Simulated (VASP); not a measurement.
# Zr4Ag in VASP: a series of runs

Zr4Ag is run at these levels: PBE; tasks: single point.

All numbers are computed with VASP 6.6.1; they aren't measurements. Logs are shortened: lines on timing, memory, paths and dates and some standing lists are left out, and cuts for length are marked.

## 1. The cell of the first run

The typed cell holds 5 atoms: a = 5.520 Å, b = 5.520 Å, c = 5.520 Å, α = 109.47°, β = 109.47°, γ = 109.47°.

## 2. Single point, PBE

Contents of INCAR:

```
ALGO     = Normal         # electronic algorithm
EDIFF    = 1E-7           # SCF threshold, eV
ENCUT    = 520            # plane-wave cutoff, eV
GGA      = PE             # functional
ISIF     = 2              # what is computed and relaxed
ISMEAR   = 0              # smearing method
LASPH    = True           # aspherical terms in the spheres
LCHARG   = True           # write CHGCAR
LELF     = True           # ELF
LREAL    = False          # projectors in reciprocal space
LVHAR    = True         
LWAVE    = False          # write WAVECAR
NBANDS   = 38             # bands
NELM     = 80             # most SCF steps
PREC     = Accurate       # precision mode
SIGMA    = 0.2            # smearing width, eV
```

Contents of KPOINTS:

```
k-points
0
Gamma
  4 4 4
```

Contents of POSCAR:

```
Zr4Ag
1.0
   -3.1867065333      3.1867065333      3.1867065333
    3.1867065333     -3.1867065333      3.1867065333
    3.1867065333      3.1867065333     -3.1867065333
Zr Ag
4 1
Direct
    0.0000000000      0.5002985633      0.0000000000
    0.4997014367      0.4997014367      0.4997014367
    0.0000000000      0.0000000000      0.5002985633
    0.5002985633      0.0000000000      0.0000000000
    0.0000000000      0.0000000000      0.0000000000
```

Potentials or basis: VASP PAW PBE potentials, release 64 (Zr_sv, Ag).

Started as:

```console
> cat potpaw_PBE.64/Zr_sv/POTCAR potpaw_PBE.64/Ag/POTCAR > POTCAR
> mpirun -np 1 vasp_std > vasp.out
```

OUTCAR:

```text
EDIFF = 1E-7
   ENCUT = 520
   GGA = PE
   ISIF = 2
   ISMEAR = 0
   LASPH = True
   LREAL = False
   NELM = 80
   PREC = Accurate

 ion  position               nearest neighbor table
   1  0.000  0.500  0.000-   5 2.76   5 2.76   2 3.19   3 3.19   3 3.19   4 3.19   4 3.19   2 3.19

   2  0.500  0.500  0.500-   5 2.76   5 2.76   4 3.19   1 3.19   1 3.19   3 3.19   4 3.19   3 3.19

   3  0.000  0.000  0.500-   5 2.76   5 2.76   4 3.19   1 3.19   4 3.19   1 3.19   2 3.19   2 3.19

   4  0.500  0.000  0.000-   5 2.76   5 2.76   2 3.19   3 3.19   3 3.19   1 3.19   1 3.19   2 3.19

   5  0.000  0.000  0.000-   1 2.76   2 2.76   3 2.76   4 2.76   1 2.76   3 2.76   4 2.76   2 2.76

  LATTYP: Found a body centered cubic cell.
 ALAT       =     6.3734130666

  Lattice vectors:

 A1 = (  -3.1867065333,   3.1867065333,   3.1867065333)
 A2 = (   3.1867065333,  -3.1867065333,   3.1867065333)
 A3 = (   3.1867065333,   3.1867065333,  -3.1867065333)

Analysis of symmetry for initial positions (statically):
=====================================================================
 Subroutine PRICEL returns:
 Original cell was already a primitive cell.

 Routine SETGRP: Setting up the symmetry group for a
 body centered cubic supercell.

 Subroutine GETGRP returns: Found 24 space group operations
 (whereof 24 operations were pure point group operations)
 out of a pool of 48 trial point group operations.

The static configuration has the point symmetry T_d .

Analysis of symmetry for dynamics (positions and initial velocities):
=====================================================================
 Subroutine PRICEL returns:
 Original cell was already a primitive cell.

 Routine SETGRP: Setting up the symmetry group for a
 body centered cubic supercell.

 Subroutine GETGRP returns: Found 24 space group operations
 (whereof 24 operations were pure point group operations)
 out of a pool of 48 trial point group operations.

The dynamic configuration has the point symmetry T_d .

 Subroutine INISYM returns: Found 24 space group operations
 (whereof 24 operations are pure point group operations),
 and found     1 'primitive' translations

----------------------------------------------------------------------------------------

                                     Primitive cell
[... 79 lines left out ...]
   NELM   =     80;   NELMIN=  2; NELMDL= -5     # of ELM steps
   EDIFF  = 0.1E-06   stopping-criterion for ELM
   LREAL  =      F    real-space projection
   EDIFFG = 0.1E-05   stopping-criterion for IOM
   NSW    =      0    number of steps for IOM
   IBRION =     -1    ionic relax: 0-MD 1-quasi-New 2-CG
   NFREE  =      0    steps in history (QN), initial steepest desc. (CG)
   ISIF   =      2    stress and relaxation
   ISYM   =      2    0-nonsym 1-usesym 2-fastsym
   POTIM  = 0.5000    time-step for ionic-motion
   TEBEG  =    0.0;   TEEND  =   0.0 temperature during run
   PSTRESS=    0.0 pullay stress
   NELECT =      59.0000    total number of electrons
   NUPDOWN=      -1.0000    fix difference up-down
   EMIN   =  10.00;   EMAX   =-10.00  energy-range for DOS
   EFERMI =   0.00;   METHOD = LEGACY
   ISMEAR =     0;   SIGMA  =   0.20  broadening in eV -4-tet -1-fermi 0-gaus
   EFERMI_NEDOS =   21; number of points for ismear=-14 and -15
   IALGO  =     38    algorithm
   IMIX   =      4    mixing-type and parameters
     AMIX     =   0.40;   BMIX     =  1.00
     AMIX_MAG =   1.60;   BMIX_MAG =  1.00
  volume/ion in A,a.u.               =      25.89       174.71
  Fermi-wavevector in a.u.,A,eV,Ry     =   1.259883  2.380833 21.596587  1.587304
  Thomas-Fermi vector in A             =   2.393420
   LORBIT       =      0    0 simple, 1 ext, 2 COOP (PROOUT), +10 PAW based schemes
   GGA     = PE    functional components
   LHFCALC =     F    Hartree Fock is set to
   AEXX    =    0.0000 exact exchange contribution
   IVDW    =     0    specifies the selected vdW correction
   LEPSILON=     F    determine dielectric tensor
   LRPA    =     F    only Hartree local field effects (RPA)
 non-spin polarized calculation
 Gauss-broadening in eV      SIGMA  =   0.20
  energy-cutoff  :      520.00
  volume of cell :      129.45
 maximum number of plane-waves:      3511
 NGX is ok and might be reduce to    42
   NGX = 21   NGY = 21   NGZ = 21

 number of electron      58.9999999 magnetization

 Free energy of the ion-electron system (eV)
  ---------------------------------------------------
  ext. energy  EPLUGINS =         0.00000000
  ---------------------------------------------------
  free energy    TOTEN  =       -32.79635554 eV

  energy without entropy =      -32.53542830  energy(sigma->0) =      -32.66589192

 E-fermi :   7.0730     XC(G=0): -10.3741

 val. band max:        7.0634283499   @ k =   0.2500   0.2500   0.0000
 cond. band min:       7.0843618795   @ k =   0.2500   0.2500   0.0000
 fundamental gap:      0.0209335296
 Fermi energy:         7.0729734002

 k-point     1 :       0.0000    0.0000    0.0000
  band No.  band energies     occupation
      1     -41.8461      2.00000
      2     -41.7467      2.00000
      3     -41.7467      2.00000
      4     -41.7467      2.00000
      5     -20.0776      2.00000
      6     -20.0776      2.00000
[... 317 lines left out ...]
     37       9.1024      0.00000
     38       9.1024      0.00000

------------------------ aborting loop because EDIFF is reached ----------------------------------------

  FORCE on cell =-STRESS in cart. coord.  units (eV):
  Direction    XX          YY          ZZ          XY          YZ          ZX
  --------------------------------------------------------------------------------------
  -------------------------------------------------------------------------------------
  Total        0.5354302      0.5354302      0.5354302      0.0000000      0.0000000      0.0000000
  in kB        6.6271562      6.6271562      6.6271562      0.0000000      0.0000000      0.0000000
  external PRESSURE =       6.6271562 kB  Pullay stress =       0.0000000 kB

 VOLUME and BASIS-vectors are now :
 -----------------------------------------------------------------------------
  energy-cutoff  :      520.00
  volume of cell :      129.45
      direct lattice vectors                 reciprocal lattice vectors
    -3.186706533  3.186706533  3.186706533     0.000000000  0.156901803  0.156901803
     3.186706533 -3.186706533  3.186706533     0.156901803  0.000000000  0.156901803
     3.186706533  3.186706533 -3.186706533     0.156901803  0.156901803  0.000000000

 POSITION                                       TOTAL-FORCE (eV/Angst)
 -----------------------------------------------------------------------------------
      1.59430     -1.59430      1.59430        -0.004494      0.004494     -0.004494
      1.59240      1.59240      1.59240         0.004494      0.004494      0.004494
      1.59430      1.59430     -1.59430        -0.004494     -0.004494      0.004494
     -1.59430      1.59430      1.59430         0.004494     -0.004494     -0.004494
      0.00000      0.00000      0.00000        -0.000000     -0.000000      0.000000
 -----------------------------------------------------------------------------------
    total drift:                               -0.000000     -0.000000     -0.000000

  FREE ENERGIE OF THE ION-ELECTRON SYSTEM (eV)
  ---------------------------------------------------
  free  energy   TOTEN  =       -32.7963555371 eV

  energy  without entropy=      -32.5354282996  energy(sigma->0) =      -32.66589192
```

OSZICAR:

```text
N       E                     dE             d eps       ncg     rms          rms(c)
DAV:   1     0.600237771805E+03    0.60024E+03   -0.30576E+04   624   0.150E+03
DAV:   2     0.130955357744E+02   -0.58714E+03   -0.57420E+03   656   0.442E+02
DAV:   3    -0.307845046288E+02   -0.43880E+02   -0.42696E+02  1002   0.910E+01
DAV:   4    -0.346565216788E+02   -0.38720E+01   -0.38457E+01   928   0.240E+01
DAV:   5    -0.348397778438E+02   -0.18326E+00   -0.18309E+00   874   0.447E+00    0.182E+01
DAV:   6    -0.330401784754E+02    0.17996E+01   -0.54549E+00   696   0.133E+01    0.768E+00
DAV:   7    -0.328099562291E+02    0.23022E+00   -0.17408E+00   774   0.601E+00    0.237E+00
DAV:   8    -0.327898906715E+02    0.20066E-01   -0.23671E-01   758   0.242E+00    0.144E+00
DAV:   9    -0.327980538574E+02   -0.81632E-02   -0.54309E-02   784   0.155E+00    0.353E-01
DAV:  10    -0.327963568291E+02    0.16970E-02   -0.85310E-03   730   0.575E-01    0.630E-02
DAV:  11    -0.327963554378E+02    0.13912E-05   -0.47240E-04   856   0.108E-01    0.217E-02
DAV:  12    -0.327963593488E+02   -0.39110E-05   -0.29032E-05   874   0.249E-02    0.860E-03
DAV:  13    -0.327963557030E+02    0.36458E-05   -0.48174E-06   776   0.129E-02    0.176E-03
DAV:  14    -0.327963553697E+02    0.33330E-06   -0.27835E-07   658   0.254E-03    0.795E-04
DAV:  15    -0.327963555117E+02   -0.14198E-06   -0.26804E-08   448   0.104E-03    0.152E-04
DAV:  16    -0.327963555371E+02   -0.25404E-07   -0.78094E-09   442   0.418E-04
   1 F= -.32796356E+02 E0= -.32665892E+02  d E =-.260927E+00
```

It took 62 s on 1 thread of Intel Xeon Platinum 8488C (Sapphire Rapids), shared host; peak memory 0.26 GiB.

What came out:

- Free energy: -32.7964 eV
- Pressure: 0.7 GPa
- Largest force: 0.008 eV/Å

Forces in eV/Å, atoms in the order of the input:
```
Zr  -0.004  0.004 -0.004
Zr   0.004  0.004  0.004
Zr  -0.004 -0.004  0.004
Zr   0.004 -0.004 -0.004
Ag   0.000  0.000  0.000
```

Levels at points of the mesh, in eV from the Fermi level:
```tsv
k point	band 27	band 28	band 29	band 30	band 31	band 32
(0.00, 0.00, 0.00)	-0.55	-0.05	-0.05	-0.05	2.18	2.18
(0.50, 0.00, 0.00)	-0.68	-0.19	0.05	0.22	0.25	0.43
(0.50, 0.50, 0.50)	-1.12	-1.12	-0.64	-0.64	-0.64	0.25
```

## 3. Single point, PBE

Contents of INCAR:

```
SYSTEM = Zr4Ag
PREC = Accurate
ENCUT = 520
EDIFF = 1E-6
ISMEAR = 0
SIGMA = 0.2
LREAL = .FALSE.
LASPH = .TRUE.
NELM = 60
ALGO = Fast
ISIF = 2
LWAVE = .FALSE.
LCHARG = .TRUE.
GGA = PE
LELF = .TRUE.
LVHAR = .TRUE.
NBANDS = 38
```

Contents of KPOINTS:

```
Automatic mesh
0
G
  4 4 4
  0 0 0
```

Contents of POSCAR:

```
Zr4Ag
1.0
   -3.1872665239      3.1872665239      3.1872665239
    3.1872665239     -3.1872665239      3.1872665239
    3.1872665239      3.1872665239     -3.1872665239
Zr Ag
4 1
Direct
    0.5000000000      0.5000000000      0.5000000000
    0.0000000000      0.0000000000      0.5000000000
    0.0000000000      0.5000000000      0.0000000000
    0.5000000000      0.0000000000      0.0000000000
    0.0000000000      0.0000000000      0.0000000000
```

Potentials or basis: VASP PAW PBE potentials, release 64 (Zr_sv, Ag).

Started as:

```console
> cat potpaw_PBE.64/Zr_sv/POTCAR potpaw_PBE.64/Ag/POTCAR > POTCAR
> mpirun -np 1 vasp_std > vasp.out
```

OUTCAR:

```text
SYSTEM = Zr4Ag
   PREC = Accurate
   ENCUT = 520
   EDIFF = 1E-6
   ISMEAR = 0
   LREAL = .FALSE.
   LASPH = .TRUE.
   NELM = 60
   ISIF = 2
   GGA = PE

 ion  position               nearest neighbor table
   1  0.500  0.500  0.500-   5 2.76   5 2.76   4 3.19   2 3.19   4 3.19   3 3.19   2 3.19   3 3.19

   2  0.000  0.000  0.500-   5 2.76   5 2.76   4 3.19   1 3.19   3 3.19   3 3.19   4 3.19   1 3.19

   3  0.000  0.500  0.000-   5 2.76   5 2.76   4 3.19   1 3.19   2 3.19   2 3.19   1 3.19   4 3.19

   4  0.500  0.000  0.000-   5 2.76   5 2.76   3 3.19   1 3.19   1 3.19   2 3.19   2 3.19   3 3.19

   5  0.000  0.000  0.000-   1 2.76   2 2.76   3 2.76   4 2.76   2 2.76   3 2.76   4 2.76   1 2.76

  LATTYP: Found a body centered cubic cell.
 ALAT       =     6.3745330478

  Lattice vectors:

 A1 = (  -3.1872665239,   3.1872665239,   3.1872665239)
 A2 = (   3.1872665239,  -3.1872665239,   3.1872665239)
 A3 = (   3.1872665239,   3.1872665239,  -3.1872665239)

Analysis of symmetry for initial positions (statically):
=====================================================================
 Subroutine PRICEL returns:
 Original cell was already a primitive cell.

 Routine SETGRP: Setting up the symmetry group for a
 body centered cubic supercell.

 Subroutine GETGRP returns: Found 48 space group operations
 (whereof 48 operations were pure point group operations)
 out of a pool of 48 trial point group operations.

The static configuration has the point symmetry O_h .

Analysis of symmetry for dynamics (positions and initial velocities):
=====================================================================
 Subroutine PRICEL returns:
 Original cell was already a primitive cell.

 Routine SETGRP: Setting up the symmetry group for a
 body centered cubic supercell.

 Subroutine GETGRP returns: Found 48 space group operations
 (whereof 48 operations were pure point group operations)
[... 111 lines left out ...]
     AMIX_MAG =   1.60;   BMIX_MAG =  1.00
  volume/ion in A,a.u.               =      25.90       174.80
  Fermi-wavevector in a.u.,A,eV,Ry     =   1.259661  2.380415 21.588998  1.586747
  Thomas-Fermi vector in A             =   2.393210
   LORBIT       =      0    0 simple, 1 ext, 2 COOP (PROOUT), +10 PAW based schemes
   GGA     = PE    functional components
   LHFCALC =     F    Hartree Fock is set to
   AEXX    =    0.0000 exact exchange contribution
   IVDW    =     0    specifies the selected vdW correction
   LEPSILON=     F    determine dielectric tensor
   LRPA    =     F    only Hartree local field effects (RPA)
 non-spin polarized calculation
 RMM-DIIS sequential band-by-band and
 Gauss-broadening in eV      SIGMA  =   0.20
  energy-cutoff  :      520.00
  volume of cell :      129.51
 maximum number of plane-waves:      3511
 NGX is ok and might be reduce to    42
   NGX = 21   NGY = 21   NGZ = 21

 number of electron      58.9999999 magnetization

 Free energy of the ion-electron system (eV)
  ---------------------------------------------------
  ext. energy  EPLUGINS =         0.00000000
  ---------------------------------------------------
  free energy    TOTEN  =       -32.79665288 eV

  energy without entropy =      -32.53562487  energy(sigma->0) =      -32.66613888

 E-fermi :   7.0676     XC(G=0): -10.3718

 val. band max:        7.0581721083   @ k =   0.2500   0.2500   0.0000
 cond. band min:       7.0791636092   @ k =   0.2500   0.2500   0.0000
 fundamental gap:      0.0209915009
 Fermi energy:         7.0676473944

 k-point     1 :       0.0000    0.0000    0.0000
  band No.  band energies     occupation
      1     -41.8526      2.00000
      2     -41.7534      2.00000
      3     -41.7534      2.00000
      4     -41.7534      2.00000
      5     -20.0835      2.00000
      6     -20.0835      2.00000
[... 317 lines left out ...]
     37       9.0961      0.00000
     38       9.0961      0.00000

------------------------ aborting loop because EDIFF is reached ----------------------------------------

  FORCE on cell =-STRESS in cart. coord.  units (eV):
  Direction    XX          YY          ZZ          XY          YZ          ZX
  --------------------------------------------------------------------------------------
  -------------------------------------------------------------------------------------
  Total        0.5024498      0.5024498      0.5024498      0.0000000     -0.0000000      0.0000000
  in kB        6.2156722      6.2156722      6.2156722      0.0000000     -0.0000000      0.0000000
  external PRESSURE =       6.2156722 kB  Pullay stress =       0.0000000 kB

 VOLUME and BASIS-vectors are now :
 -----------------------------------------------------------------------------
  energy-cutoff  :      520.00
  volume of cell :      129.51
      direct lattice vectors                 reciprocal lattice vectors
    -3.187266524  3.187266524  3.187266524     0.000000000  0.156874236  0.156874236
     3.187266524 -3.187266524  3.187266524     0.156874236  0.000000000  0.156874236
     3.187266524  3.187266524 -3.187266524     0.156874236  0.156874236  0.000000000

 POSITION                                       TOTAL-FORCE (eV/Angst)
 -----------------------------------------------------------------------------------
      1.59363      1.59363      1.59363        -0.000000      0.000000     -0.000000
      1.59363      1.59363     -1.59363        -0.000000     -0.000000      0.000000
      1.59363     -1.59363      1.59363         0.000000     -0.000000     -0.000000
     -1.59363      1.59363      1.59363        -0.000000     -0.000000      0.000000
      0.00000      0.00000      0.00000         0.000000      0.000000     -0.000000
 -----------------------------------------------------------------------------------
    total drift:                               -0.000000     -0.000000      0.000000

  FREE ENERGIE OF THE ION-ELECTRON SYSTEM (eV)
  ---------------------------------------------------
  free  energy   TOTEN  =       -32.7966528808 eV

  energy  without entropy=      -32.5356248696  energy(sigma->0) =      -32.66613888
```

OSZICAR:

```text
N       E                     dE             d eps       ncg     rms          rms(c)
DAV:   1     0.600073468189E+03    0.60007E+03   -0.30569E+04   624   0.150E+03
DAV:   2     0.130826446162E+02   -0.58699E+03   -0.57405E+03   656   0.442E+02
DAV:   3    -0.307852575115E+02   -0.43868E+02   -0.42682E+02  1002   0.910E+01
[... 11 lines left out ...]
RMM:  15    -0.327966381449E+02   -0.14751E-04   -0.14568E-04  1007   0.347E-02    0.676E-03
RMM:  16    -0.327966462062E+02   -0.80612E-05   -0.70464E-05   878   0.225E-02    0.291E-03
RMM:  17    -0.327966501220E+02   -0.39159E-05   -0.31024E-05   792   0.162E-02    0.778E-04
RMM:  18    -0.327966519730E+02   -0.18510E-05   -0.17036E-05   743   0.121E-02    0.900E-04
RMM:  19    -0.327966528808E+02   -0.90780E-06   -0.82623E-06   685   0.937E-03
   1 F= -.32796653E+02 E0= -.32666139E+02  d E =-.261028E+00
```

Wall time 80 s (1 thread of Intel Xeon Platinum 8488C (Sapphire Rapids), shared host); peak memory 0.27 GiB.

Results:

```
Free energy : -32.7967 eV
Pressure    : 0.6 GPa
```
